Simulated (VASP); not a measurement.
# AgSnF3 (P6_3/mmc) in VASP: further runs

The runs below take AgSnF3 through single point, with PBE.

Program: VASP 6.6.1. These are calculated values, not measurements. Logs are shortened: lines on timing, memory, paths and dates and some standing lists are left out, and cuts for length are marked.

## (1) The cell of the first run

Symmetry: P6_3/mmc, No. 194, hexagonal system. Conventional cell: a = 5.723 Å, b = 5.723 Å, c = 4.807 Å, α = 90.00°, β = 90.00°, γ = 120.00°. Ag (site symmetry -6m2) has 12 F at 2.86 to 2.92 Å and 6 Sn at 3.52 Å within 3.8 Å. Sn (site symmetry -3m) has 6 F at 2.04 Å and 2 Sn at 2.40 Å within 2.7 Å. Within 2.7 Å of F (site symmetry mm2) lie 2 Sn at 2.04 Å.

## (2) Single point, PBE

Input file INCAR:

```
PREC = Accurate
ENCUT = 520
EDIFF = 1E-6
ISMEAR = 0
SIGMA = 0.1
LREAL = False
LASPH = True
NELM = 60
ALGO = Normal
ISIF = 2
LWAVE = False
LCHARG = True
GGA = PE
LELF = True
LVHAR = True
NBANDS = 57
```

Input file KPOINTS:

```
Automatic mesh
0
Gamma
  6 6 4
```

Input file POSCAR:

```
AgSnF3
1.0
    5.7225933100      0.0000000000      0.0000000000
   -2.8612966500      4.9559111800      0.0000000000
    0.0000000000      0.0000000000      4.8069783800
Ag Sn F
2 2 6
Direct
    0.3333333300      0.6666666700      0.7500000000
    0.6666666700      0.3333333300      0.2500000000
    0.0000000000      0.0000000000      0.0000000000
    0.0000000000      0.0000000000      0.5000000000
    0.8333333300      0.6666666700      0.7500000000
    0.3333333300      0.1666666700      0.7500000000
    0.8333333300      0.1666666700      0.7500000000
    0.1666666700      0.3333333300      0.2500000000
    0.6666666700      0.8333333300      0.2500000000
    0.1666666700      0.8333333300      0.2500000000
```

Potentials or basis: VASP PAW PBE potentials, release 64 (Ag, Sn_d, F).

Launch:

```console
cat potpaw_PBE.64/Ag/POTCAR potpaw_PBE.64/Sn_d/POTCAR potpaw_PBE.64/F/POTCAR > POTCAR
mpirun -np 1 vasp_std > vasp.out
```

OUTCAR:

```text
PREC = Accurate
   ENCUT = 520
   EDIFF = 1E-6
   ISMEAR = 0
   LREAL = False
   LASPH = True
   NELM = 60
   ISIF = 2
   GGA = PE

 ion  position               nearest neighbor table
   1  0.333  0.667  0.750-   3 3.52   4 3.52   3 3.52   4 3.52   3 3.52   4 3.52
   2  0.667  0.333  0.250-   3 3.52   4 3.52   3 3.52   4 3.52   3 3.52   4 3.52
   3  0.000  0.000  0.000-   5 2.04   8 2.04   6 2.04   9 2.04   7 2.04  10 2.04   4 2.40   4 2.40
                             1 3.52   2 3.52   1 3.52   2 3.52   2 3.52   1 3.52
   4  0.000  0.000  0.500-   5 2.04   8 2.04   6 2.04   9 2.04   7 2.04  10 2.04   3 2.40   3 2.40
                             1 3.52   2 3.52   1 3.52   2 3.52   2 3.52   1 3.52
   5  0.833  0.667  0.750-   3 2.04   4 2.04
   6  0.333  0.167  0.750-   3 2.04   4 2.04
   7  0.833  0.167  0.750-   3 2.04   4 2.04
   8  0.167  0.333  0.250-   3 2.04   4 2.04
   9  0.667  0.833  0.250-   3 2.04   4 2.04
  10  0.167  0.833  0.250-   3 2.04   4 2.04

  LATTYP: Found a hexagonal cell.
 ALAT       =     5.7225933100
 C/A-ratio  =     0.8399999999

  Lattice vectors:

 A1 = (   5.7225933100,   0.0000000000,   0.0000000000)
 A2 = (  -2.8612966500,   4.9559111800,   0.0000000000)
 A3 = (   0.0000000000,   0.0000000000,   4.8069783800)

Analysis of symmetry for initial positions (statically):
=====================================================================
 Subroutine PRICEL returns:
 Original cell was already a primitive cell.

 Routine SETGRP: Setting up the symmetry group for a
 hexagonal supercell.

 Subroutine GETGRP returns: Found 24 space group operations
 (whereof 12 operations were pure point group operations)
 out of a pool of 24 trial point group operations.

The static configuration has the point symmetry D_3d.
 The point group associated with its full space group is D_6h.

Analysis of symmetry for dynamics (positions and initial velocities):
=====================================================================
 Subroutine PRICEL returns:
 Original cell was already a primitive cell.

 Routine SETGRP: Setting up the symmetry group for a
 hexagonal supercell.

 Subroutine GETGRP returns: Found 24 space group operations
 (whereof 12 operations were pure point group operations)
 out of a pool of 24 trial point group operations.

The dynamic configuration has the point symmetry D_3d.
 The point group associated with its full space group is D_6h.

 Subroutine INISYM returns: Found 24 space group operations
 (whereof 12 operations are pure point group operations),
 and found     1 'primitive' translations

----------------------------------------------------------------------------------------

                                     Primitive cell

  volume of cell :     136.3291

  direct lattice vectors                    reciprocal lattice vectors
     5.722593310  0.000000000  0.000000000     0.174745949  0.100889621  0.000000000
    -2.861296650  4.955911180  0.000000000     0.000000000  0.201779242  0.000000000
     0.000000000  0.000000000  4.806978380     0.000000000  0.000000000  0.208030892

  length of vectors
     5.722593310  5.722593306  4.806978380     0.201779242  0.201779242  0.208030892

  position of ions in fractional coordinates (direct lattice)
     0.333333330  0.666666670  0.750000000
     0.666666670  0.333333330  0.250000000
     0.000000000  0.000000000  0.000000000
     0.000000000  0.000000000  0.500000000
     0.833333330  0.666666670  0.750000000
     0.333333330  0.166666670  0.750000000
     0.833333330  0.166666670  0.750000000
     0.166666670  0.333333330  0.250000000
     0.666666670  0.833333330  0.250000000
     0.166666670  0.833333330  0.250000000

  ion indices of the primitive-cell ions
   primitive index   ion index
                 1           1
                 2           2
                 3           3
                 4           4
                 5           5
                 6           6
                 7           7
                 8           8
                 9           9
                10          10

----------------------------------------------------------------------------------------

 KPOINTS: Automatic mesh

Automatic generation of k-mesh.
 Grid dimensions read from file:
 generate k-points for:    6    6    4

 Generating k-lattice:

  Cartesian coordinates                     Fractional coordinates (reciprocal lattice)
     0.029124325  0.016814937  0.000000000     0.166666667 -0.000000000  0.000000000
     0.000000000  0.033629874  0.000000000     0.000000000  0.166666667  0.000000000
     0.000000000  0.000000000  0.052007723     0.000000000  0.000000000  0.250000000

  Length of vectors
     0.033629874  0.033629874  0.052007723

  Shift w.r.t. Gamma in fractional coordinates (k-lattice)
     0.000000000  0.000000000  0.000000000

 Subroutine IBZKPT returns following result:
 ===========================================

 Found     21 irreducible k-points:

 Following reciprocal coordinates:
            Coordinates               Weight
  0.000000  0.000000  0.000000      1.000000
  0.166667  0.000000  0.000000      6.000000
  0.333333  0.000000  0.000000      6.000000
  0.500000 -0.000000  0.000000      3.000000
  0.166667  0.166667  0.000000      6.000000
  0.333333  0.166667  0.000000     12.000000
[... 13 lines left out ...]
  0.333333  0.166667  0.500000     12.000000
  0.333333  0.333333  0.500000      2.000000
   k-points           NKPTS =     21   k-points in BZ     NKDIM =     21   number of bands    NBANDS=     57
   number of dos      NEDOS =    301   number of ions     NIONS =     10
   total plane-waves  NPLWV =  82944
   dimension x,y,z NGX =    48 NGY =   48 NGZ =   36
   dimension x,y,z NGXF=    96 NGYF=   96 NGZF=   72
   ions per type =               2   2   6
   NGX,Y,Z   is equivalent  to a cutoff of  13.94, 13.94, 12.45 a.u.
   NGXF,Y,Z  is equivalent  to a cutoff of  27.89, 27.89, 24.90 a.u.
 SYSTEM =  unknown system
   PREC   = accura    normal or accurate (medium, high low for compatibility)
   ISTART =      0    job   : 0-new  1-cont  2-samecut
   ICHARG =      2    charge: 1-file 2-atom 10-const
   ISPIN  =      1    spin polarized calculation?
   LNONCOLLINEAR =      F non collinear calculations
   LSORBIT =      F    spin-orbit coupling
   LASPH  =      T    aspherical Exc in radial PAW
   ENCUT  =  520.0 eV  38.22 Ry    6.18 a.u.  10.64 10.64  8.94*2*pi/ulx,y,z
   NELM   =     60;   NELMIN=  2; NELMDL= -5     # of ELM steps
   EDIFF  = 0.1E-05   stopping-criterion for ELM
   LREAL  =      F    real-space projection
   EDIFFG = 0.1E-04   stopping-criterion for IOM
   NSW    =      0    number of steps for IOM
   IBRION =     -1    ionic relax: 0-MD 1-quasi-New 2-CG
   NFREE  =      0    steps in history (QN), initial steepest desc. (CG)
   ISIF   =      2    stress and relaxation
   ISYM   =      2    0-nonsym 1-usesym 2-fastsym
   POTIM  = 0.5000    time-step for ionic-motion
   TEBEG  =    0.0;   TEEND  =   0.0 temperature during run
   PSTRESS=    0.0 pullay stress
   NELECT =      92.0000    total number of electrons
   NUPDOWN=      -1.0000    fix difference up-down
   EMIN   =  10.00;   EMAX   =-10.00  energy-range for DOS
   EFERMI =   0.00;   METHOD = LEGACY
   ISMEAR =     0;   SIGMA  =   0.10  broadening in eV -4-tet -1-fermi 0-gaus
   EFERMI_NEDOS =   21; number of points for ismear=-14 and -15
   IALGO  =     38    algorithm
   IMIX   =      4    mixing-type and parameters
     AMIX     =   0.40;   BMIX     =  1.00
     AMIX_MAG =   1.60;   BMIX_MAG =  1.00
  volume/ion in A,a.u.               =      13.63        92.00
  Fermi-wavevector in a.u.,A,eV,Ry     =   1.435956  2.713564 28.054815  2.061971
  Thomas-Fermi vector in A             =   2.555198
   LORBIT       =      0    0 simple, 1 ext, 2 COOP (PROOUT), +10 PAW based schemes
   GGA     = PE    functional components
   LHFCALC =     F    Hartree Fock is set to
   AEXX    =    0.0000 exact exchange contribution
   IVDW    =     0    specifies the selected vdW correction
   LEPSILON=     F    determine dielectric tensor
   LRPA    =     F    only Hartree local field effects (RPA)
 non-spin polarized calculation
 Gauss-broadening in eV      SIGMA  =   0.10
  energy-cutoff  :      520.00
  volume of cell :      136.33
 maximum number of plane-waves:      3714
 NGX is ok and might be reduce to    48
   NGX = 21   NGY = 21   NGZ = 17

 number of electron      91.9999930 magnetization

 Free energy of the ion-electron system (eV)
  ---------------------------------------------------
  ext. energy  EPLUGINS =         0.00000000
  ---------------------------------------------------
  free energy    TOTEN  =       -29.59333473 eV

  energy without entropy =      -29.57042368  energy(sigma->0) =      -29.58187920

 E-fermi :   7.5800     XC(G=0): -10.7067

 val. band max:        7.5207701602   @ k =   0.0000   0.0000   0.5000
 cond. band min:       7.6083500463   @ k =   0.3333   0.3333   0.2500
 fundamental gap:      0.0875798861
 Fermi energy:         7.5800016201

 k-point     1 :       0.0000    0.0000    0.0000
  band No.  band energies     occupation
      1     -19.8651      2.00000
      2     -19.8651      2.00000
      3     -19.8530      2.00000
      4     -19.0365      2.00000
      5     -18.9756      2.00000
      6     -18.9756      2.00000
[... 49 lines left out ...]
     56      14.4474      0.00000
     57      15.0992      0.00000

 k-point     2 :       0.1667    0.0000    0.0000
  band No.  band energies     occupation
      1     -19.8787      2.00000
      2     -19.8643      2.00000
      3     -19.8351      2.00000
      4     -19.0186      2.00000
      5     -18.9957      2.00000
      6     -18.9763      2.00000
[... 49 lines left out ...]
     56      14.4938      0.00000
     57      14.7629      0.00000
[... 1078 lines left out ...]
     56      14.4522      0.00000
     57      14.9053      0.00000

 k-point    21 :       0.3333    0.3333    0.5000
  band No.  band energies     occupation
      1     -19.5314      2.00000
      2     -19.5314      2.00000
      3     -19.4592      2.00000
      4     -19.4592      2.00000
      5     -19.3442      2.00000
      6     -19.3442      2.00000
[... 49 lines left out ...]
     56      14.2519      0.00000
     57      14.7859      0.00000

------------------------ aborting loop because EDIFF is reached ----------------------------------------

  FORCE on cell =-STRESS in cart. coord.  units (eV):
  Direction    XX          YY          ZZ          XY          YZ          ZX
  --------------------------------------------------------------------------------------
  -------------------------------------------------------------------------------------
  Total       30.0618297     30.0618296     55.6408781      0.0000000     -0.0000000      0.0000000
  in kB      353.2949470    353.2949468    653.9070080      0.0000004     -0.0000000      0.0000000
  external PRESSURE =     453.4989673 kB  Pullay stress =       0.0000000 kB

 VOLUME and BASIS-vectors are now :
 -----------------------------------------------------------------------------
  energy-cutoff  :      520.00
  volume of cell :      136.33
      direct lattice vectors                 reciprocal lattice vectors
     5.722593310  0.000000000  0.000000000     0.174745949  0.100889621  0.000000000
    -2.861296650  4.955911180  0.000000000     0.000000000  0.201779242  0.000000000
     0.000000000  0.000000000  4.806978380     0.000000000  0.000000000  0.208030892

 POSITION                                       TOTAL-FORCE (eV/Angst)
 -----------------------------------------------------------------------------------
     -0.00000      3.30394      3.60523         0.000000      0.000000      0.000000
      2.86130      1.65197      1.20174        -0.000000      0.000000      0.000000
      0.00000      0.00000      0.00000         0.000000      0.000000      0.000000
      0.00000      0.00000      2.40349        -0.000000      0.000000      0.000000
      2.86130      3.30394      3.60523        -0.000000     -4.713888      0.000000
      1.43065      0.82599      3.60523         4.082347      2.356944      0.000000
      4.29194      0.82599      3.60523        -4.082347      2.356944      0.000000
      0.00000      1.65197      1.20174         0.000000      4.713888      0.000000
      1.43065      4.12993      1.20174        -4.082347     -2.356944      0.000000
     -1.43065      4.12993      1.20174         4.082347     -2.356944      0.000000
 -----------------------------------------------------------------------------------
    total drift:                               -0.000058      0.000033     -0.000000

  FREE ENERGIE OF THE ION-ELECTRON SYSTEM (eV)
  ---------------------------------------------------
  free  energy   TOTEN  =       -29.5933347275 eV

  energy  without entropy=      -29.5704236796  energy(sigma->0) =      -29.58187920
```

Wall time 5.6 min (1 thread of AMD EPYC 7R43 (Zen 3), shared host); peak memory 0.3 GiB.

Results:

```yaml
Free_energy: -29.5933 eV
Pressure: 45.3 GPa
Largest_force: 4.714 eV/Å
Band_gap_on_the_k_mesh: zero (bands 46 and 47 overlap by 0.90 eV)
```

Forces in eV/Å, atoms in the order of the input:
```
Ag   0.000  0.000  0.000
Ag   0.000  0.000  0.000
Sn   0.000  0.000  0.000
Sn   0.000  0.000  0.000
F    0.000 -4.714  0.000
F    4.082  2.357  0.000
F   -4.082  2.357  0.000
F    0.000  4.714  0.000
F   -4.082 -2.357  0.000
F    4.082 -2.357  0.000
```

Stress tensor (GPa, compression positive):
```
35.33  0.00  0.00
 0.00 35.33  0.00
 0.00  0.00 65.39
```

Caveat: the stress differs along the axes, from 35 to 65 GPa; spin-orbit coupling is left out, which moves the levels of the heavy elements; forces of over 1 eV/Å act on the atoms, so gaps and moduli don't describe the material at rest.

[end of part 1 of 3]

The gap in the log of VASP goes by the Fermi energy; the results here count the filled bands.